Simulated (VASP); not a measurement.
# CO2 (Cmce) in VASP: a series of runs, part 2 of 2

VASP 6.6.1.

## (4) Single point, PBEsol (volume scaled by 1.02)

Contents of INCAR:

```
ALGO = Normal ; EDIFF = 1E-7
ENCUT = 520 ; GGA = PS
ISIF = 2 ; ISMEAR = -1
LASPH = True ; LCHARG = True
LELF = True ; LREAL = False
LVHAR = True ; LWAVE = False
NBANDS = 25 ; NELM = 100
PREC = Accurate ; SIGMA = 0.05
```

Contents of KPOINTS:

```
k-points
0
Gamma
  8 8 4
```

Contents of POSCAR:

```
CO2
1.0
    2.6533681045     -2.4031890319      0.0000000000
    2.6533681045      2.4031890319      0.0000000000
    0.0000000000      0.0000000000      6.6307998563
O C
4 2
Direct
    0.3065085700      0.6934914300      0.6081566100
    0.6934914300      0.3065085700      0.3918433900
    0.1934914300      0.8065085700      0.1081566100
    0.8065085700      0.1934914300      0.8918433900
    0.5000000000      0.5000000000      0.5000000000
    0.0000000000      0.0000000000      0.0000000000
```

Potentials or basis: VASP PAW PBE potentials, release 64 (O, C).

Launch:

```
> cat potpaw_PBE.64/O/POTCAR potpaw_PBE.64/C/POTCAR > POTCAR
> mpirun -np 1 vasp_std > vasp.out
```

OUTCAR:

```text
EDIFF = 1E-7
   ENCUT = 520
   GGA = PS
   ISIF = 2
   ISMEAR = -1
   LASPH = True
   LREAL = False
   NELM = 100
   PREC = Accurate

 ion  position               nearest neighbor table
   1  0.307  0.693  0.608-   5 1.17
   2  0.693  0.307  0.392-   5 1.17
   3  0.193  0.807  0.108-   6 1.17
   4  0.807  0.193  0.892-   6 1.17
   5  0.500  0.500  0.500-   1 1.17   2 1.17
   6  0.000  0.000  0.000-   3 1.17   4 1.17

  LATTYP: Found a base centered orthorhombic cell.
[... 879 lines left out ...]
  -------------------------------------------------------------------------------------
  Total        0.3909900     -0.0555147      0.0041015      0.0000000     -0.0000000      0.0000000
  in kB        7.4078968     -1.0518092      0.0777099      0.0000000     -0.0000000      0.0000000
  external PRESSURE =       2.1445992 kB  Pullay stress =       0.0000000 kB

 VOLUME and BASIS-vectors are now :
 -----------------------------------------------------------------------------
  energy-cutoff  :      520.00
  volume of cell :       84.56
      direct lattice vectors                 reciprocal lattice vectors
     2.653368105 -2.403189032  0.000000000     0.188439742 -0.208056875  0.000000000
     2.653368105  2.403189032  0.000000000     0.188439742  0.208056875  0.000000000
     0.000000000  0.000000000  6.630799856     0.000000000  0.000000000  0.150811368

 POSITION                                       TOTAL-FORCE (eV/Angst)
 -----------------------------------------------------------------------------------
      2.65337      0.92999      4.03256         0.000000     -0.109145     -0.097446
      2.65337     -0.92999      2.59824         0.000000      0.109145      0.097446
      2.65337      1.47320      0.71716         0.000000      0.109145     -0.097446
      2.65337     -1.47320      5.91364         0.000000     -0.109145      0.097446
      2.65337      0.00000      3.31540         0.000000     -0.000000     -0.000000
      0.00000      0.00000      0.00000         0.000000      0.000000     -0.000000
 -----------------------------------------------------------------------------------
    total drift:                                0.000000     -0.000000      0.000000

  FREE ENERGIE OF THE ION-ELECTRON SYSTEM (eV)
  ---------------------------------------------------
  free  energy   TOTEN  =       -47.6002126288 eV

  energy  without entropy=      -47.6002126287  energy(sigma->0) =      -47.60021263
```

OSZICAR:

```text
N       E                     dE             d eps       ncg     rms          rms(c)
DAV:   1     0.162370845367E+03    0.16237E+03   -0.16794E+04  3158   0.117E+03
DAV:   2    -0.401697877914E+02   -0.20254E+03   -0.19409E+03  4359   0.270E+02
DAV:   3    -0.503968053157E+02   -0.10227E+02   -0.10169E+02  3746   0.622E+01
DAV:   4    -0.504826811855E+02   -0.85876E-01   -0.85817E-01  3917   0.657E+00
DAV:   5    -0.504837227938E+02   -0.10416E-02   -0.10414E-02  4008   0.705E-01    0.130E+01
DAV:   6    -0.478552407990E+02    0.26285E+01   -0.65258E+00  3602   0.185E+01    0.610E+00
DAV:   7    -0.476634516528E+02    0.19179E+00   -0.38177E-01  3861   0.445E+00    0.336E+00
DAV:   8    -0.476045112064E+02    0.58940E-01   -0.25085E-01  3932   0.311E+00    0.654E-01
DAV:   9    -0.475997552450E+02    0.47560E-02   -0.15329E-02  3891   0.894E-01    0.261E-01
DAV:  10    -0.476000133359E+02   -0.25809E-03   -0.45835E-03  4013   0.421E-01    0.511E-02
DAV:  11    -0.476001783679E+02   -0.16503E-03   -0.11882E-04  3545   0.771E-02    0.190E-02
DAV:  12    -0.476002121300E+02   -0.33762E-04   -0.24998E-05  4124   0.333E-02    0.474E-03
DAV:  13    -0.476002126684E+02   -0.53839E-06   -0.16339E-06  3599   0.900E-03    0.117E-03
DAV:  14    -0.476002126288E+02    0.39621E-07   -0.16758E-07  3433   0.306E-03
   1 F= -.47600213E+02 E0= -.47600213E+02  d E =-.699701E-10
```

Wall time 2 min (1 thread of Intel Xeon Platinum 8259CL at 2.50GHz (Skylake/Cascade Lake), shared host); peak memory 0.24 GiB.

What came out:

```
Free energy            : -47.6002 eV
Pressure               : 0.2 GPa
Largest force          : 0.146 eV/Å
Band gap on the k mesh : 6.44 eV, indirect (least direct gap 6.99 eV)
```

Forces in eV/Å, atoms in the order of the input:
```
O    0.000 -0.109 -0.097
O    0.000  0.109  0.097
O    0.000  0.109 -0.097
O    0.000 -0.109  0.097
C    0.000  0.000  0.000
C    0.000  0.000  0.000
```

Stress tensor (GPa, compression positive):
```
 0.74  0.00  0.00
 0.00 -0.11  0.00
 0.00  0.00  0.01
```

Levels at points of the mesh, in eV from the valence-band top:
```tsv
k point	band 12	band 13	band 14	band 15	band 16	band 17	band 18	band 19	band 20	band 21
(0.00, 0.00, 0.00)	-3.43	-0.94	-0.90	-0.60	-0.54	6.44	7.02	7.54	7.67	8.53
(0.50, 0.00, 0.00)	-3.61	-0.67	-0.67	-0.28	-0.28	7.45	7.45	8.41	8.41	9.61
(0.50, 0.50, 0.00)	-3.54	-0.95	-0.62	-0.32	0.00	7.65	8.68	8.77	8.83	10.06
(0.00, 0.00, 0.50)	-3.48	-0.77	-0.77	-0.71	-0.71	7.33	7.33	7.52	7.52	8.08
(0.50, 0.00, 0.50)	-3.52	-0.75	-0.75	-0.24	-0.24	7.52	7.52	8.46	8.46	9.46
(0.50, 0.50, 0.50)	-3.97	-0.65	-0.65	-0.29	-0.29	8.21	8.21	8.72	8.72	10.93
```

Caveat: the PAW data sets were made with another functional, which shifts forces and pressure a little.

## (5) Single point, PBEsol (volume scaled by 1.04)

Contents of INCAR:

```
SYSTEM = CO2
PREC = Accurate ; ENCUT = 520
EDIFF = 1E-6 ; ISMEAR = -1
SIGMA = 0.05 ; LREAL = .FALSE.
LASPH = .TRUE. ; NELM = 60
ALGO = Normal ; ISIF = 2
LWAVE = .FALSE. ; LCHARG = .FALSE.
GGA = PS ; NBANDS = 25
```

Contents of KPOINTS:

```
Automatic mesh
0
G
  8 8 4
  0 0 0
```

Changes to POSCAR since step 4:

```diff
@@ -2,5 +2,5 @@
 1.0
-    2.6533681045     -2.4031890319      0.0000000000
-    2.6533681045      2.4031890319      0.0000000000
-    0.0000000000      0.0000000000      6.6307998563
+    2.6705982503     -2.4187945928      0.0000000000
+    2.6705982503      2.4187945928      0.0000000000
+    0.0000000000      0.0000000000      6.6738582047
 O C
```

Launch:

```
> cat potpaw_PBE.64/O/POTCAR potpaw_PBE.64/C/POTCAR > POTCAR
> mpirun -np 1 vasp_std > vasp.out
```

It took 1.9 min on 1 thread of Intel Xeon Platinum 8259CL at 2.50GHz (Skylake/Cascade Lake), shared host; peak memory 0.24 GiB.

It converged, with:

```yaml
Free_energy: -47.5930 eV
Pressure: -2.1 GPa
Largest_force: 0.905 eV/Å
Band_gap_on_the_k_mesh: 6.36 eV, indirect (least direct gap 6.89 eV)
```

Forces on the atoms (eV/Å):
```
O    0.000 -0.711 -0.561
O    0.000  0.711  0.561
O    0.000  0.711 -0.561
O    0.000 -0.711  0.561
C    0.000  0.000  0.000
C    0.000  0.000  0.000
```

Stress tensor (GPa, compression positive):
```
 0.61  0.00  0.00
 0.00 -4.40  0.00
 0.00  0.00 -2.57
```

Levels at points of the mesh, in eV from the valence-band top:
```tsv
k point	band 12	band 13	band 14	band 15	band 16	band 17	band 18	band 19	band 20	band 21
(0.00, 0.00, 0.00)	-3.37	-0.91	-0.87	-0.58	-0.53	6.36	6.93	7.44	7.56	8.39
(0.50, 0.00, 0.00)	-3.55	-0.65	-0.65	-0.27	-0.27	7.35	7.35	8.28	8.28	9.48
(0.50, 0.50, 0.00)	-3.51	-0.92	-0.59	-0.31	0.00	7.54	8.54	8.62	8.68	9.89
(0.00, 0.00, 0.50)	-3.42	-0.75	-0.75	-0.68	-0.68	7.24	7.24	7.43	7.43	7.96
(0.50, 0.00, 0.50)	-3.48	-0.72	-0.72	-0.23	-0.23	7.42	7.42	8.33	8.33	9.34
(0.50, 0.50, 0.50)	-3.91	-0.63	-0.63	-0.28	-0.28	8.09	8.09	8.57	8.57	10.75
```

Caveat: the PAW data sets were made with another functional, which shifts forces and pressure a little. A k mesh can miss the band edges.

## (6) Single point, PBEsol (volume scaled by 1.06)

Contents of INCAR:

```
ALGO = Normal
EDIFF = 1E-6
ENCUT = 520
GGA = PS
ISIF = 2
ISMEAR = -1
LASPH = T
LCHARG = F
LREAL = F
LWAVE = F
NBANDS = 25
NELM = 80
PREC = Accurate
SIGMA = 0.05
```

Contents of KPOINTS:

```
k-points
0
Gamma
  8 8 4
```

Changes to POSCAR since step 5:

```diff
@@ -2,5 +2,5 @@
 1.0
-    2.6705982503     -2.4187945928      0.0000000000
-    2.6705982503      2.4187945928      0.0000000000
-    0.0000000000      0.0000000000      6.6738582047
+    2.6876088889     -2.4342013431      0.0000000000
+    2.6876088889      2.4342013431      0.0000000000
+    0.0000000000      0.0000000000      6.7163680018
 O C
```

Potentials or basis: VASP PAW PBE potentials, release 64 (O, C).

Launch:

```
> cat potpaw_PBE.64/O/POTCAR potpaw_PBE.64/C/POTCAR > POTCAR
> mpirun -np 1 vasp_std > vasp.out
```

Wall time 1.8 min (1 thread of Intel Xeon Platinum 8259CL at 2.50GHz (Skylake/Cascade Lake), shared host); peak memory 0.24 GiB.

Results (log left out):

```yaml
Free_energy: -47.5627 eV
Pressure: -4.2 GPa
Largest_force: 1.615 eV/Å
Band_gap_on_the_k_mesh: 6.29 eV, indirect (least direct gap 6.80 eV)
```

Forces in eV/Å, atoms in the order of the input:
```
O    0.000 -1.273 -0.994
O    0.000  1.273  0.994
O    0.000  1.273 -0.994
O    0.000 -1.273  0.994
C    0.000  0.000  0.000
C    0.000  0.000  0.000
```

Stress tensor (GPa, compression positive):
```
 0.50  0.00  0.00
 0.00 -8.31  0.00
 0.00  0.00 -4.92
```

Levels at points of the mesh, in eV from the valence-band top:
| k point | band 13 | band 14 | band 15 | band 16 | band 17 | band 18 | band 19 | band 20 |
| --- | --- | --- | --- | --- | --- | --- | --- | --- |
| (0.00, 0.00, 0.00) | -0.88 | -0.84 | -0.56 | -0.51 | 6.29 | 6.85 | 7.34 | 7.46 |
| (0.50, 0.00, 0.00) | -0.63 | -0.63 | -0.26 | -0.26 | 7.26 | 7.26 | 8.15 | 8.15 |
| (0.50, 0.50, 0.00) | -0.89 | -0.57 | -0.30 | 0.00 | 7.44 | 8.40 | 8.47 | 8.53 |
| (0.00, 0.00, 0.50) | -0.72 | -0.72 | -0.66 | -0.66 | 7.15 | 7.15 | 7.35 | 7.35 |
| (0.50, 0.00, 0.50) | -0.70 | -0.70 | -0.22 | -0.22 | 7.32 | 7.32 | 8.20 | 8.20 |
| (0.50, 0.50, 0.50) | -0.61 | -0.61 | -0.27 | -0.27 | 7.96 | 7.96 | 8.43 | 8.43 |

Caveat: the PAW data sets were made with another functional, which shifts forces and pressure a little. A k mesh can miss the band edges.

## (7) Single point, r2SCAN

Changes to POSCAR since step 6:

```diff
@@ -2,5 +2,5 @@
 1.0
-    2.6876088889     -2.4342013431      0.0000000000
-    2.6876088889      2.4342013431      0.0000000000
-    0.0000000000      0.0000000000      6.7163680018
+    2.6359112300     -2.3873781200      0.0000000000
+    2.6359112300      2.3873781200      0.0000000000
+    0.0000000000      0.0000000000      6.5871749100
 O C
```

Contents of INCAR.step1:

```
SYSTEM = CO2
PREC = Accurate
ENCUT = 520
ISMEAR = -1
SIGMA = 0.05
LREAL = .FALSE.
LASPH = .TRUE.
NELM = 100
NBANDS = 25
GGA = PE
ALGO = Normal
EDIFF = 1E-4
LWAVE = .TRUE.
LCHARG = .FALSE.
```

Contents of INCAR.step2:

```
SYSTEM = CO2
PREC = Accurate
ENCUT = 520
EDIFF = 1E-6
ISMEAR = -1
SIGMA = 0.05
LREAL = .FALSE.
LASPH = .TRUE.
NELM = 100
ALGO = Normal
ISIF = 2
LWAVE = .FALSE.
LCHARG = .FALSE.
METAGGA = R2SCAN
LMIXTAU = .TRUE.
NBANDS = 25
ISTART = 1
```

Contents of KPOINTS:

```
regular mesh
0
G
  8 8 4
  0 0 0
```

Potentials or basis: VASP PAW PBE potentials, release 64 (O, C).

Launch:

```
> cat potpaw_PBE.64/O/POTCAR potpaw_PBE.64/C/POTCAR > POTCAR
> cp INCAR.step1 INCAR
> mpirun -np 1 vasp_std > vasp.out
> cp INCAR.step2 INCAR
> mpirun -np 1 vasp_std > vasp.out
```

OUTCAR:

```text
SYSTEM = CO2
   PREC = Accurate
   ENCUT = 520
   EDIFF = 1E-6
   ISMEAR = -1
   LREAL = .FALSE.
   LASPH = .TRUE.
   NELM = 100
   ISIF = 2
   METAGGA = R2SCAN
   ISTART = 1

 ion  position               nearest neighbor table
   1  0.307  0.693  0.608-   5 1.17
   2  0.693  0.307  0.392-   5 1.17
   3  0.193  0.807  0.108-   6 1.17
   4  0.807  0.193  0.892-   6 1.17
   5  0.500  0.500  0.500-   1 1.17   2 1.17
   6  0.000  0.000  0.000-   3 1.17   4 1.17

  LATTYP: Found a base centered orthorhombic cell.
 ALAT       =     4.7747562400
 B/A-ratio  =     1.1041029521
 C/A-ratio  =     1.3795834968

  Lattice vectors:

 A1 = (  -2.6359112300,  -2.3873781200,   0.0000000000)
 A2 = (   2.6359112300,  -2.3873781200,   0.0000000000)
 A3 = (   0.0000000000,   0.0000000000,   6.5871749100)

Analysis of symmetry for initial positions (statically):
=====================================================================
 Subroutine PRICEL returns:
 Original cell was already a primitive cell.

 Routine SETGRP: Setting up the symmetry group for a
 base centered orthorhombic supercell.

 Subroutine GETGRP returns: Found  8 space group operations
 (whereof  4 operations were pure point group operations)
 out of a pool of  8 trial point group operations.

The static configuration has the point symmetry C_2h.
 The point group associated with its full space group is D_2h.

Analysis of symmetry for dynamics (positions and initial velocities):
=====================================================================
 Subroutine PRICEL returns:
 Original cell was already a primitive cell.

 Routine SETGRP: Setting up the symmetry group for a
 base centered orthorhombic supercell.

 Subroutine GETGRP returns: Found  8 space group operations
 (whereof  4 operations were pure point group operations)
 out of a pool of  8 trial point group operations.

[... 124 lines left out ...]
   ISMEAR =    -1;   SIGMA  =   0.05  broadening in eV -4-tet -1-fermi 0-gaus
   EFERMI_NEDOS =   21; number of points for ismear=-14 and -15
   IALGO  =     38    algorithm
   IMIX   =      4    mixing-type and parameters
     AMIX     =   0.40;   BMIX     =  1.00
     AMIX_MAG =   1.60;   BMIX_MAG =  1.00
  volume/ion in A,a.u.               =      13.82        93.25
  Fermi-wavevector in a.u.,A,eV,Ry     =   1.191968  2.252492 19.330976  1.420787
  Thomas-Fermi vector in A             =   2.328017
   LORBIT       =      0    0 simple, 1 ext, 2 COOP (PROOUT), +10 PAW based schemes
   METAGGA = R2SCAN    functional components
   LHFCALC =     F    Hartree Fock is set to
   AEXX    =    0.0000 exact exchange contribution
   IVDW    =     0    specifies the selected vdW correction
   LEPSILON=     F    determine dielectric tensor
   LRPA    =     F    only Hartree local field effects (RPA)
 non-spin polarized calculation
  energy-cutoff  :      520.00
  volume of cell :       82.91
 maximum number of plane-waves:      2260
 NGX is ok and might be reduce to    28
   NGX = 13   NGY = 13   NGZ = 25

 number of electron      32.0000005 magnetization

 Free energy of the ion-electron system (eV)
  ---------------------------------------------------
  ext. energy  EPLUGINS =         0.00000000
  ---------------------------------------------------
  free energy    TOTEN  =       -51.47410374 eV

  energy without entropy =      -51.47410374  energy(sigma->0) =      -51.47410374

 E-fermi :  -2.4892     XC(G=0):  -8.6486

 val. band max:       -3.5438961134   @ k =   0.5000   0.5000   0.0000
 cond. band min:       3.6766312290   @ k =   0.0000   0.0000   0.0000
 fundamental gap:      7.2205273423
 Fermi energy:        -2.4891526235

 k-point     1 :       0.0000    0.0000    0.0000
  band No.  band energies     occupation
      1     -25.5908      2.00000
      2     -25.4223      2.00000
      3     -24.3093      2.00000
      4     -24.2262      2.00000
      5      -9.1386      2.00000
      6      -9.0852      2.00000
[... 661 lines left out ...]
     24      12.0272      0.00000
     25      12.6734      0.00000

 [... further k-points ...]
[... 5 lines left out ...]
  --------------------------------------------------------------------------------------
  -------------------------------------------------------------------------------------
  Total        0.1662568      0.2765707      0.1081358      0.0000000     -0.0000000      0.0000000
  in kB        3.2129851      5.3448516      2.0897715      0.0000000     -0.0000000      0.0000000
  external PRESSURE =       3.5492027 kB  Pullay stress =       0.0000000 kB

 VOLUME and BASIS-vectors are now :
 -----------------------------------------------------------------------------
  energy-cutoff  :      520.00
  volume of cell :       82.91
      direct lattice vectors                 reciprocal lattice vectors
     2.635911230 -2.387378120  0.000000000     0.189687723 -0.209434775  0.000000000
     2.635911230  2.387378120  0.000000000     0.189687723  0.209434775  0.000000000
     0.000000000  0.000000000  6.587174910     0.000000000  0.000000000  0.151810148

 POSITION                                       TOTAL-FORCE (eV/Angst)
 -----------------------------------------------------------------------------------
      2.63591      0.92387      4.00603         0.000000      0.048035      0.025883
      2.63591     -0.92387      2.58114         0.000000     -0.048035     -0.025883
      2.63591      1.46350      0.71245         0.000000     -0.048035      0.025883
      2.63591     -1.46350      5.87473         0.000000      0.048035     -0.025883
      2.63591      0.00000      3.29359         0.000000      0.000000      0.000000
      0.00000      0.00000      0.00000         0.000000      0.000000      0.000000
 -----------------------------------------------------------------------------------
    total drift:                                0.000000     -0.000000      0.000000

  FREE ENERGIE OF THE ION-ELECTRON SYSTEM (eV)
  ---------------------------------------------------
  free  energy   TOTEN  =       -51.4741037376 eV

  energy  without entropy=      -51.4741037375  energy(sigma->0) =      -51.47410374
```

OSZICAR.step1:

```text
N       E                     dE             d eps       ncg     rms          rms(c)
DAV:   1     0.171784634583E+03    0.17178E+03   -0.16933E+04  3158   0.118E+03
DAV:   2    -0.383153537127E+02   -0.21010E+03   -0.20076E+03  4418   0.278E+02
DAV:   3    -0.490798181626E+02   -0.10764E+02   -0.10706E+02  3623   0.634E+01
DAV:   4    -0.491669873586E+02   -0.87169E-01   -0.87108E-01  3987   0.668E+00
DAV:   5    -0.491680372935E+02   -0.10499E-02   -0.10497E-02  3865   0.714E-01    0.135E+01
DAV:   6    -0.462111389082E+02    0.29569E+01   -0.74430E+00  3623   0.197E+01    0.623E+00
DAV:   7    -0.460116932028E+02    0.19945E+00   -0.41404E-01  3987   0.460E+00    0.343E+00
DAV:   8    -0.459581202221E+02    0.53573E-01   -0.28184E-01  3960   0.328E+00    0.758E-01
DAV:   9    -0.459523833628E+02    0.57369E-02   -0.17371E-02  3804   0.941E-01    0.313E-01
DAV:  10    -0.459523831109E+02    0.25191E-06   -0.54080E-03  3989   0.466E-01    0.512E-02
DAV:  11    -0.459525162529E+02   -0.13314E-03   -0.11408E-04  2578   0.812E-02    0.202E-02
DAV:  12    -0.459525437792E+02   -0.27526E-04   -0.22699E-05  2667   0.385E-02
   1 F= -.45952544E+02 E0= -.45952544E+02  d E =-.108417E-10
```

It took 3.1 min on 1 thread of Intel Xeon 6975P-C (Granite Rapids), shared host; peak memory 0.25 GiB.

What came out:

* Free energy: -51.4741 eV
* Pressure: 0.4 GPa
* Largest force: 0.055 eV/Å
* Band gap on the k mesh: 7.22 eV, indirect (least direct gap 7.79 eV)

Forces on the atoms (eV/Å):
```
O    0.000  0.048  0.026
O    0.000 -0.048 -0.026
O    0.000 -0.048  0.026
O    0.000  0.048 -0.026
C    0.000  0.000  0.000
C    0.000  0.000  0.000
```

Stress tensor (GPa, compression positive):
```
0.32 0.00 0.00
0.00 0.53 0.00
0.00 0.00 0.21
```

Levels at points of the mesh, in eV from the valence-band top:
```tsv
k point	band 13	band 14	band 15	band 16	band 17	band 18	band 19	band 20
(0.00, 0.00, 0.00)	-0.98	-0.93	-0.62	-0.57	7.22	7.76	8.33	8.47
(0.50, 0.00, 0.00)	-0.70	-0.70	-0.29	-0.29	8.24	8.24	9.28	9.28
(0.50, 0.50, 0.00)	-0.99	-0.64	-0.34	0.00	8.45	9.58	9.67	9.74
(0.00, 0.00, 0.50)	-0.80	-0.80	-0.73	-0.73	8.10	8.10	8.35	8.35
(0.50, 0.00, 0.50)	-0.77	-0.77	-0.25	-0.25	8.31	8.31	9.34	9.34
(0.50, 0.50, 0.50)	-0.68	-0.68	-0.30	-0.30	9.06	9.06	9.62	9.62
```

Caveat: the PAW data sets were made with another functional, which shifts forces and pressure a little.

## (8) Summary

| level | cell | gap on the mesh (eV) | pressure (GPa) | largest force (eV/Å) |
| --- | --- | --- | --- | --- |
| PBEsol | a = 3.556, b = 3.556, c = 6.587 Å, angles 90.0, 90.0, 84.3°, 6 atoms | 6.52 | 2.8 | 0.66 |
| PBEsol | a = 3.580, b = 3.580, c = 6.631 Å, angles 90.0, 90.0, 84.3°, 6 atoms | 6.44 | 0.2 | 0.15 |
| PBEsol | a = 3.603, b = 3.603, c = 6.674 Å, angles 90.0, 90.0, 84.3°, 6 atoms | 6.36 | -2.1 | 0.91 |
| PBEsol | a = 3.626, b = 3.626, c = 6.716 Å, angles 90.0, 90.0, 84.3°, 6 atoms | 6.29 | -4.2 | 1.62 |
| r2SCAN | a = 3.556, b = 3.556, c = 6.587 Å, angles 90.0, 90.0, 84.3°, 6 atoms | 7.22 | 0.4 | 0.05 |

Alike in all rows: task single point; potentials or basis VASP PAW PBE potentials, release 64 (O, C); no spin polarisation; k mesh 8 × 8 × 4; cutoff (eV) 520; smearing fermi-dirac 0.05 eV.

Caveats: the PAW data sets were made with another functional, which shifts forces and pressure a little.

Total energies depend on the potentials used, so only differences within one code and one set of settings carry meaning.
